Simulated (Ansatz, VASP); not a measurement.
# One calculation of CoW3, two programs

```xyz
4
Lattice="3.9547 0.0000 0.0000 0.0000 3.9547 0.0000 0.0000 0.0000 3.9547" Properties=species:S:1:pos:R:3 pbc="T T T"
Co    0.0000    0.0000    0.0000
W     0.0000    1.9774    1.9774
W     1.9774    0.0000    1.9774
W     1.9774    1.9774    0.0000
```

Change from the starting cell: strain +0.025 along x and y, +0.025 along z, atoms carried along.

Alike in both runs: task single point; functional PBEsol; k mesh 12 × 12 × 12; occupations gaussian, width 0.15 eV; no spin polarisation.

|  | VASP | Ansatz |
| --- | --- | --- |
| version | VASP 6.6.1 | Ansatz 0.2.0 |
| potentials or method | VASP PAW PBE potentials, release 64 (Co, W_sv), cutoff 520 eV | scalar-relativistic, plane waves, PAW |
| valence electrons in the cell | 51 | 59 |

```csv
,VASP,Ansatz,Ansatz less VASP
gap on the k mesh at the Fermi level (eV),none,none,-
pressure (GPa),-18.4,-18.9,-0.47
```

VASP's potentials were made for PBE, not for PBEsol. A gap of «none» marks a metal or a gap that the smearing closes. VASP's potentials hold 51 valence electrons a cell and Ansatz's 59, so a difference there can come from the potentials and not from the codes.

Neither program's run includes spin-orbit coupling.
